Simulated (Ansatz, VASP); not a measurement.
## Ge2P: VASP beside Ansatz

File INCAR:

```
SYSTEM = Ge2P
PREC = Accurate
ENCUT = 520
EDIFF = 1E-6
ISMEAR = 0
SIGMA = 0.1
LREAL = .FALSE.
LASPH = .TRUE.
NELM = 60
ALGO = Normal
ISIF = 2
LWAVE = .FALSE.
LCHARG = .TRUE.
GGA = PE
LELF = .TRUE.
LVHAR = .TRUE.
NBANDS = 24
```

The input KPOINTS:

```
Automatic mesh
0
G
  6 6 4
  0 0 0
```

POSCAR

```
Ge2P
1.0
    3.8553132500      0.0000000000      0.0000000000
   -1.9276566200      3.3387992100      0.0000000000
    0.0000000000      0.0000000000      4.1637361900
Ge P
2 1
Direct
    0.3333333300      0.6666666700      0.5000000000
    0.6666666700      0.3333333300      0.5000000000
    0.0000000000      0.0000000000      0.0000000000
```

Input for Ansatz:

```yaml
crystal:
  lattice:
    - [3.85531325, 0.0, 0.0]
    - [-1.92765662, 3.33879921, 0.0]
    - [0.0, 0.0, 4.16373619]
  atoms:
    - { symbol: Ge, position: [0.33333333, 0.66666667, 0.5] }
    - { symbol: Ge, position: [0.66666667, 0.33333333, 0.5] }
    - { symbol: P, position: [0.0, 0.0, 0.0] }
basis:
  ecutwfc: 420
kpoints:
  mp_grid: { grid: [6, 6, 4] }
hamiltonian:
  xc: pbe
scf:
  occupations: { method: gaussian, width: 0.1 }
  lower_state_search: "off"
output:
  forces: true
  stress: true
  eigenvalues: true
```

Change from the starting cell: species swapped into the LuSi2 type (P6/mmm, No. 191).

Alike in both runs: task single point; functional PBE; k mesh 6 × 6 × 4; occupations gaussian, width 0.1 eV; no spin polarisation.

|  | VASP | Ansatz |
| --- | --- | --- |
| version | VASP 6.6.1 | Ansatz 0.2.0 |
| potentials or method | VASP PAW PBE potentials, release 64 (Ge_d, P), cutoff 520 eV | scalar-relativistic, plane waves, PAW |
| valence electrons in the cell | 33 | 33 |

VASP gave:

| Property | Result |
| --- | --- |
| gap on the k mesh at the Fermi level (eV) | none |
| pressure (GPa) | 18.2 |
| traceless stress, the component that is largest in VASP (GPa) | -19.20 |

Q: Estimate Ansatz's values.

A: gap on the k mesh at the Fermi level (eV): none; pressure (GPa): 18.3; traceless stress, the component that is largest in VASP (GPa): -19.36.

A gap of «none» marks a metal or a gap that the smearing closes.

The k mesh is coarse, so the values compare programs but aren't converged.
